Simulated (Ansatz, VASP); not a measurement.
# MgO: VASP beside Ansatz

```xyz
2
Lattice="0.0000 2.1634 2.1634 2.1634 0.0000 2.1634 2.1634 2.1634 0.0000" Properties=species:S:1:pos:R:3 pbc="T T T"
Mg    0.0000    0.0000    0.0000
O     2.1634    2.1634    2.1634
```

Alike in both runs: task single point; functional r2SCAN; k mesh 10 × 10 × 10; occupations gaussian, width 0.02 eV; no spin polarisation.

|  | VASP | Ansatz |
| --- | --- | --- |
| version | VASP 6.6.1 | Ansatz 0.2.0 |
| potentials or method | VASP PAW PBE potentials, release 64 (Mg, O), cutoff 660 eV | scalar-relativistic, plane waves, PAW |
| valence electrons in the cell | 8 | 16 |

|  | VASP | Ansatz | Ansatz less VASP |
| --- | --- | --- | --- |
| gap on the k mesh at the Fermi level (eV) | 4.83 | 4.85 | +0.022 |
| least direct gap on the mesh (eV) | 4.83 | 4.85 | +0.022 |
| pressure (GPa) | -13.4 | -12.0 | +1.33 |

VASP's potentials were made for PBE, not for r2SCAN. VASP's potentials hold 8 valence electrons a cell and Ansatz's 16, so a difference there can come from the potentials and not from the codes.
